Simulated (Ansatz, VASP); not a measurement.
# Two plane-wave programs on BSe

```
CELL_PARAMETERS angstrom
3.31685 0.00000 0.00000
-1.65843 2.87248 0.00000
0.00000 0.00000 11.15500
ATOMIC_POSITIONS crystal
B 0.66667 0.33333 0.11909
B 0.66667 0.33333 0.38091
B 0.33333 0.66667 0.61909
B 0.33333 0.66667 0.88091
Se 0.00000 0.00000 0.00000
Se 0.33333 0.66667 0.25000
Se 0.00000 0.00000 0.50000
Se 0.66667 0.33333 0.75000
```

Alike in both runs: functional PBE; k mesh 6 × 6 × 2; occupations gaussian, width 0.1 eV; no spin polarisation.

Ansatz relaxed the structure, and its values are those at the end. VASP's run is a single point on that final structure, the one shown.

```csv
,VASP,Ansatz
version,VASP 6.6.1,Ansatz 0.2.0
potentials or method,"VASP PAW PBE potentials, release 64 (B, Se), cutoff 520 eV","scalar-relativistic, plane waves, PAW"
valence electrons in the cell,36,76
```

```csv
,VASP,Ansatz,Ansatz less VASP
gap on the k mesh at the Fermi level (eV),none,none,-
pressure (GPa),0.1,0.0,-0.09
```

A gap of «none» marks a metal or a gap that the smearing closes. The functional is the same, so the differences come from potentials, cutoffs and numerics. VASP's potentials hold 36 valence electrons a cell and Ansatz's 76, so a difference there can come from the potentials and not from the codes.

The k mesh is coarse, so the values compare programs but aren't converged.
